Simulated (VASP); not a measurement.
# ZnRuC4N4 (P-43m) in VASP: a series of runs

Runs on ZnRuC4N4. Level: PBE. Tasks: single point.

All numbers are computed with VASP 6.6.1; they aren't measurements. Logs are shortened: lines on timing, memory, paths and dates and some standing lists are left out, and cuts for length are marked.

### 1 The cell of the first run

It takes space group P-43m (No. 215, cubic). The conventional cell has a = 5.858 Å, b = 5.858 Å, c = 5.858 Å, α = 90.00°, β = 90.00°, γ = 90.00°. Zn (site symmetry -43m) has 4 N at 2.01 Å within 2.7 Å. Ru (site symmetry -43m) has 4 C at 1.90 Å within 2.5 Å. C (site symmetry 3m) has 1 N at 1.17 Å within 1.6 Å. Within 1.6 Å of N (site symmetry 3m) lie 1 C at 1.17 Å.

### 2 Single point, PBE, collinear spin, ferromagnetic start

INCAR

```
SYSTEM = ZnRuC4N4
PREC     = Accurate       ! precision mode
ENCUT    = 520            ! plane-wave cutoff, eV
EDIFF    = 1E-6           ! SCF threshold, eV
ISMEAR   = 0              ! smearing method
SIGMA    = 0.1            ! smearing width, eV
LREAL    = .False.        ! projectors in reciprocal space
LASPH    = .True.         ! aspherical terms in the spheres
NELM     = 150            ! most SCF steps
ALGO     = Normal         ! electronic algorithm
ISIF     = 2              ! what is computed and relaxed
LWAVE    = .False.        ! write WAVECAR
LCHARG   = .False.        ! write CHGCAR
ISPIN    = 2              ! spin polarisation
MAGMOM   = 0 1 0 0 0 0 0 0 0 0 ! initial moments
LORBIT   = 11             ! projections on sites
LMAXMIX  = 4              ! l up to which the mixer works
GGA      = PE             ! functional
NBANDS   = 46             ! bands
```

KPOINTS

```
Automatic mesh
0
Gamma
  4 4 4
  0 0 0
```

POSCAR

```
ZnRuC4N4
1.0
    5.8583731800      0.0000000000      0.0000000000
    0.0000000000      5.8583731800      0.0000000000
    0.0000000000      0.0000000000      5.8583731800
Zn Ru C N
1 1 4 4
Direct
    0.5000000000      0.5000000000      0.5000000000
    0.0000000000      0.0000000000      0.0000000000
    0.1868532600      0.1868532600      0.1868532600
    0.1868532600      0.8131467400      0.8131467400
    0.8131467400      0.1868532600      0.8131467400
    0.8131467400      0.8131467400      0.1868532600
    0.3021582700      0.3021582700      0.3021582700
    0.3021582700      0.6978417300      0.6978417300
    0.6978417300      0.3021582700      0.6978417300
    0.6978417300      0.6978417300      0.3021582700
```

Potentials or basis: VASP PAW PBE potentials, release 64 (Zn, Ru_pv, C, N).

Command:

```sh
$ cat potpaw_PBE.64/Zn/POTCAR potpaw_PBE.64/Ru_pv/POTCAR potpaw_PBE.64/C/POTCAR potpaw_PBE.64/N/POTCAR > POTCAR
$ mpirun -np 1 vasp_std > vasp.out
```

OUTCAR:

```text
SYSTEM = ZnRuC4N4
   PREC = Accurate
   ENCUT = 520
   EDIFF = 1E-6
   ISMEAR = 0
   LREAL = .False.
   LASPH = .True.
   NELM = 150
   ISIF = 2
   ISPIN = 2
   LORBIT = 11
   GGA = PE

 ion  position               nearest neighbor table
   1  0.500  0.500  0.500-   7 2.01   8 2.01   9 2.01  10 2.01
   2  0.000  0.000  0.000-   3 1.90   4 1.90   5 1.90   6 1.90
   3  0.187  0.187  0.187-   7 1.17   2 1.90
   4  0.187  0.813  0.813-   8 1.17   2 1.90
   5  0.813  0.187  0.813-   9 1.17   2 1.90
   6  0.813  0.813  0.187-  10 1.17   2 1.90
   7  0.302  0.302  0.302-   3 1.17   1 2.01
   8  0.302  0.698  0.698-   4 1.17   1 2.01
   9  0.698  0.302  0.698-   5 1.17   1 2.01
  10  0.698  0.698  0.302-   6 1.17   1 2.01

  LATTYP: Found a simple cubic cell.
 ALAT       =     5.8583731800

  Lattice vectors:

 A1 = (   5.8583731800,   0.0000000000,   0.0000000000)
 A2 = (   0.0000000000,   5.8583731800,   0.0000000000)
 A3 = (   0.0000000000,   0.0000000000,   5.8583731800)

Analysis of symmetry for initial positions (statically):
=====================================================================
 Subroutine PRICEL returns:
 Original cell was already a primitive cell.

 Routine SETGRP: Setting up the symmetry group for a
 simple cubic supercell.

 Subroutine GETGRP returns: Found 24 space group operations
 (whereof 24 operations were pure point group operations)
 out of a pool of 48 trial point group operations.

The static configuration has the point symmetry T_d .

Analysis of symmetry for dynamics (positions and initial velocities):
=====================================================================
 Subroutine PRICEL returns:
 Original cell was already a primitive cell.

 Routine SETGRP: Setting up the symmetry group for a
 simple cubic supercell.

 Subroutine GETGRP returns: Found 24 space group operations
 (whereof 24 operations were pure point group operations)
 out of a pool of 48 trial point group operations.

The dynamic configuration has the point symmetry T_d .

Analysis of structural, dynamic, and magnetic symmetry:
=====================================================================
 Subroutine PRICEL returns:
 Original cell was already a primitive cell.

 Routine SETGRP: Setting up the symmetry group for a
 simple cubic supercell.

 Subroutine GETGRP returns: Found 24 space group operations
 (whereof 24 operations were pure point group operations)
 out of a pool of 48 trial point group operations.

The overall configuration has the point symmetry T_d .

 Subroutine INISYM returns: Found 24 space group operations
 (whereof 24 operations are pure point group operations),
 and found     1 'primitive' translations

----------------------------------------------------------------------------------------

                                     Primitive cell

  volume of cell :     201.0625

  direct lattice vectors                    reciprocal lattice vectors
     5.858373180  0.000000000  0.000000000     0.170695852  0.000000000  0.000000000
     0.000000000  5.858373180  0.000000000     0.000000000  0.170695852  0.000000000
     0.000000000  0.000000000  5.858373180     0.000000000  0.000000000  0.170695852

  length of vectors
     5.858373180  5.858373180  5.858373180     0.170695852  0.170695852  0.170695852

  position of ions in fractional coordinates (direct lattice)
     0.500000000  0.500000000  0.500000000
     0.000000000  0.000000000  0.000000000
     0.186853260  0.186853260  0.186853260
     0.186853260  0.813146740  0.813146740
     0.813146740  0.186853260  0.813146740
     0.813146740  0.813146740  0.186853260
     0.302158270  0.302158270  0.302158270
     0.302158270  0.697841730  0.697841730
     0.697841730  0.302158270  0.697841730
     0.697841730  0.697841730  0.302158270

  ion indices of the primitive-cell ions
   primitive index   ion index
                 1           1
                 2           2
                 3           3
                 4           4
                 5           5
                 6           6
                 7           7
                 8           8
                 9           9
                10          10

----------------------------------------------------------------------------------------

 KPOINTS: Automatic mesh

Automatic generation of k-mesh.
 Grid dimensions read from file:
 generate k-points for:    4    4    4

 Generating k-lattice:

  Cartesian coordinates                     Fractional coordinates (reciprocal lattice)
     0.042673963  0.000000000  0.000000000     0.250000000  0.000000000  0.000000000
     0.000000000  0.042673963  0.000000000     0.000000000  0.250000000  0.000000000
     0.000000000  0.000000000  0.042673963     0.000000000  0.000000000  0.250000000

  Length of vectors
     0.042673963  0.042673963  0.042673963

  Shift w.r.t. Gamma in fractional coordinates (k-lattice)
     0.000000000  0.000000000  0.000000000

 Subroutine IBZKPT returns following result:
 ===========================================

 Found     10 irreducible k-points:

 Following reciprocal coordinates:
            Coordinates               Weight
  0.000000  0.000000  0.000000      1.000000
  0.250000  0.000000  0.000000      6.000000
  0.500000  0.000000  0.000000      3.000000
  0.250000  0.250000  0.000000     12.000000
  0.500000  0.250000  0.000000     12.000000
  0.500000  0.500000  0.000000      3.000000
  0.250000  0.250000  0.250000      8.000000
  0.500000  0.250000  0.250000     12.000000
  0.500000  0.500000  0.250000      6.000000
  0.500000  0.500000  0.500000      1.000000
   k-points           NKPTS =     10   k-points in BZ     NKDIM =     10   number of bands    NBANDS=     46
   number of dos      NEDOS =    301   number of ions     NIONS =     10
   total plane-waves  NPLWV = 110592
   dimension x,y,z NGX =    48 NGY =   48 NGZ =   48
   dimension x,y,z NGXF=    96 NGYF=   96 NGZF=   96
   ions per type =               1   1   4   4
   NGX,Y,Z   is equivalent  to a cutoff of  13.62, 13.62, 13.62 a.u.
   NGXF,Y,Z  is equivalent  to a cutoff of  27.24, 27.24, 27.24 a.u.
 SYSTEM =  ZnRuC4N4
   PREC   = accura    normal or accurate (medium, high low for compatibility)
   ISTART =      0    job   : 0-new  1-cont  2-samecut
   ICHARG =      2    charge: 1-file 2-atom 10-const
   ISPIN  =      2    spin polarized calculation?
   LNONCOLLINEAR =      F non collinear calculations
   LSORBIT =      F    spin-orbit coupling
   LASPH  =      T    aspherical Exc in radial PAW
   ENCUT  =  520.0 eV  38.22 Ry    6.18 a.u.  10.89 10.89 10.89*2*pi/ulx,y,z
   NELM   =    150;   NELMIN=  2; NELMDL= -5     # of ELM steps
   EDIFF  = 0.1E-05   stopping-criterion for ELM
   LREAL  =      F    real-space projection
   EDIFFG = 0.1E-04   stopping-criterion for IOM
   NSW    =      0    number of steps for IOM
   IBRION =     -1    ionic relax: 0-MD 1-quasi-New 2-CG
   NFREE  =      0    steps in history (QN), initial steepest desc. (CG)
   ISIF   =      2    stress and relaxation
   ISYM   =      2    0-nonsym 1-usesym 2-fastsym
   POTIM  = 0.5000    time-step for ionic-motion
   TEBEG  =    0.0;   TEEND  =   0.0 temperature during run
   PSTRESS=    0.0 pullay stress
   NELECT =      62.0000    total number of electrons
   NUPDOWN=      -1.0000    fix difference up-down
   EMIN   =  10.00;   EMAX   =-10.00  energy-range for DOS
   EFERMI =   0.00;   METHOD = LEGACY
   ISMEAR =     0;   SIGMA  =   0.10  broadening in eV -4-tet -1-fermi 0-gaus
   EFERMI_NEDOS =   21; number of points for ismear=-14 and -15
   IALGO  =     38    algorithm
   IMIX   =      4    mixing-type and parameters
     AMIX     =   0.40;   BMIX     =  1.00
     AMIX_MAG =   1.60;   BMIX_MAG =  1.00
  volume/ion in A,a.u.               =      20.11       135.68
  Fermi-wavevector in a.u.,A,eV,Ry     =   1.106017  2.090069 16.643640  1.223273
  Thomas-Fermi vector in A             =   2.242512
   LORBIT       =     11    0 simple, 1 ext, 2 COOP (PROOUT), +10 PAW based schemes
   GGA     = PE    functional components
   LHFCALC =     F    Hartree Fock is set to
   AEXX    =    0.0000 exact exchange contribution
   IVDW    =     0    specifies the selected vdW correction
   LEPSILON=     F    determine dielectric tensor
   LRPA    =     F    only Hartree local field effects (RPA)
 spin polarized calculation
 Gauss-broadening in eV      SIGMA  =   0.10
  energy-cutoff  :      520.00
  volume of cell :      201.06
 maximum number of plane-waves:      5452
 NGX is ok and might be reduce to    48
   NGX = 21   NGY = 21   NGZ = 21

 number of electron      61.9999993 magnetization       1.9998911

 Free energy of the ion-electron system (eV)
  ---------------------------------------------------
  ext. energy  EPLUGINS =         0.00000000
  ---------------------------------------------------
  free energy    TOTEN  =       -75.72260468 eV

  energy without entropy =      -75.66988525  energy(sigma->0) =      -75.69624497

 E-fermi :  -0.3953     XC(G=0):  -7.3569

 val. band max:       -0.4096256477   @ k =   0.5000   0.5000   0.2500
 cond. band min:      -0.3909719472   @ k =   0.5000   0.2500   0.2500
 fundamental gap:      0.0186537005
 Fermi energy:        -0.3952568353

 spin component 1

 k-point     1 :       0.0000    0.0000    0.0000
  band No.  band energies     occupation
      1     -44.0449      1.00000
      2     -44.0449      1.00000
      3     -44.0449      1.00000
      4     -18.5917      1.00000
      5     -18.4597      1.00000
      6     -18.4597      1.00000
[... 449 lines left out ...]
     42       5.1855      0.00000
     43       6.5678      0.00000
 Fermi energy:        -0.3952568353

 spin component 2

 k-point     1 :       0.0000    0.0000    0.0000
  band No.  band energies     occupation
      1     -43.4172      1.00000
      2     -43.4172      1.00000
      3     -43.4172      1.00000
      4     -18.4636      1.00000
      5     -18.3323      1.00000
      6     -18.3323      1.00000
[... 449 lines left out ...]
     42       5.2893      0.00000
     43       6.7092      0.00000
 [bands above 43 left out]

------------------------ aborting loop because EDIFF is reached ----------------------------------------

  FORCE on cell =-STRESS in cart. coord.  units (eV):
  Direction    XX          YY          ZZ          XY          YZ          ZX
  --------------------------------------------------------------------------------------
  -------------------------------------------------------------------------------------
  Total        3.8738709      3.8738709      3.8738709      0.0000000      0.0000000     -0.0000000
  in kB       30.8691473     30.8691473     30.8691473      0.0000000      0.0000000     -0.0000000
  external PRESSURE =      30.8691473 kB  Pullay stress =       0.0000000 kB

 VOLUME and BASIS-vectors are now :
 -----------------------------------------------------------------------------
  energy-cutoff  :      520.00
  volume of cell :      201.06
      direct lattice vectors                 reciprocal lattice vectors
     5.858373180  0.000000000  0.000000000     0.170695852  0.000000000  0.000000000
     0.000000000  5.858373180  0.000000000     0.000000000  0.170695852  0.000000000
     0.000000000  0.000000000  5.858373180     0.000000000  0.000000000  0.170695852

 POSITION                                       TOTAL-FORCE (eV/Angst)
 -----------------------------------------------------------------------------------
      2.92919      2.92919      2.92919         0.000000      0.000000      0.000000
      0.00000      0.00000      0.00000         0.000000      0.000000      0.000000
      1.09466      1.09466      1.09466         0.093876      0.093876      0.093876
      1.09466      4.76372      4.76372         0.093876     -0.093876     -0.093876
      4.76372      1.09466      4.76372        -0.093876      0.093876     -0.093876
      4.76372      4.76372      1.09466        -0.093876     -0.093876      0.093876
      1.77016      1.77016      1.77016         0.931074      0.931074      0.931074
      1.77016      4.08822      4.08822         0.931074     -0.931074     -0.931074
      4.08822      1.77016      4.08822        -0.931074      0.931074     -0.931074
      4.08822      4.08822      1.77016        -0.931074     -0.931074      0.931074
 -----------------------------------------------------------------------------------
    total drift:                                0.000000      0.000000      0.000000

  FREE ENERGIE OF THE ION-ELECTRON SYSTEM (eV)
  ---------------------------------------------------
  free  energy   TOTEN  =       -75.7226046830 eV

  energy  without entropy=      -75.6698852543  energy(sigma->0) =      -75.69624497

 total charge

# of ion       s       p       d       tot
------------------------------------------
    1        0.417   0.483   9.850  10.750
    2        0.467   6.420   6.129  13.016
    3        0.953   1.665   0.000   2.619
    4        0.953   1.665   0.000   2.619
    5        0.953   1.665   0.000   2.619
    6        0.953   1.665   0.000   2.619
    7        1.294   2.590   0.000   3.884
    8        1.294   2.590   0.000   3.884
    9        1.294   2.590   0.000   3.884
   10        1.294   2.590   0.000   3.884
--------------------------------------------------
tot          9.872  23.925  15.980  49.777

 magnetization (x)

# of ion       s       p       d       tot
------------------------------------------
    1        0.002   0.003   0.009   0.014
    2        0.003   0.135   0.690   0.828
    3        0.011   0.009   0.000   0.020
    4        0.011   0.009   0.000   0.020
    5        0.011   0.009   0.000   0.020
    6        0.011   0.009   0.000   0.020
    7        0.007   0.085   0.000   0.092
    8        0.007   0.085   0.000   0.092
    9        0.007   0.085   0.000   0.092
   10        0.007   0.085   0.000   0.092
--------------------------------------------------
tot          0.075   0.516   0.699   1.291
```

Wall time 4.1 min (1 thread of Oxide Virtual Turin-like, shared host); peak memory 0.45 GiB.

What came out:

```yaml
Free_energy: -75.7226 eV
Pressure: 3.1 GPa
Largest_force: 1.613 eV/Å
Band_gap_on_the_k_mesh: zero (filled and empty bands overlap)
Net_moment: 2.00 μB per cell
Site_moments: Zn +0.01; Ru +0.83; C +0.02; N +0.09 μB
Valence_electrons_inside_the_program's_atomic_spheres: Zn 10.75; Ru 13.02; C 2.62; N 3.88
```

Forces on the atoms (eV/Å):
```
Zn   0.000  0.000  0.000
Ru   0.000  0.000  0.000
C    0.094  0.094  0.094
C    0.094 -0.094 -0.094
C   -0.094  0.094 -0.094
C   -0.094 -0.094  0.094
N    0.931  0.931  0.931
N    0.931 -0.931 -0.931
N   -0.931  0.931 -0.931
N   -0.931 -0.931  0.931
```

Levels at points of the mesh, in eV from the Fermi level:
Spin up:
```
           k point  band 29  band 30  band 31  band 32  band 33  band 34  band 35  band 36  band 37  band 38
(0.00, 0.00, 0.00)    -1.88    -1.88    -0.35    -0.35    -0.35     4.71     4.71     4.71     4.74     4.74
(0.50, 0.00, 0.00)    -1.89    -1.77    -0.14     0.06     0.06     3.89     3.89     4.39     4.73     4.77
(0.50, 0.50, 0.00)    -1.86    -1.76    -0.09     0.11     0.11     4.00     4.00     4.25     4.67     4.70
(0.50, 0.50, 0.50)    -1.80    -1.80    -0.14    -0.14    -0.14     4.63     4.63     4.63     4.90     4.90
```
Spin down:
```
           k point  band 27  band 28  band 29  band 30  band 31  band 32  band 33  band 34
(0.00, 0.00, 0.00)    -3.61    -3.61    -1.56    -1.56     0.24     0.24     0.24     4.89
(0.50, 0.00, 0.00)    -3.66    -3.66    -1.58    -1.44     0.47     0.67     0.67     4.09
(0.50, 0.50, 0.00)    -3.70    -3.65    -1.54    -1.44     0.54     0.72     0.72     4.17
(0.50, 0.50, 0.50)    -3.71    -3.71    -1.49    -1.49     0.47     0.47     0.47     4.85
```

Caveat: forces of over 1 eV/Å act on the atoms, so gaps and moduli don't describe the material at rest.

(Continued in part 2 of 2.)
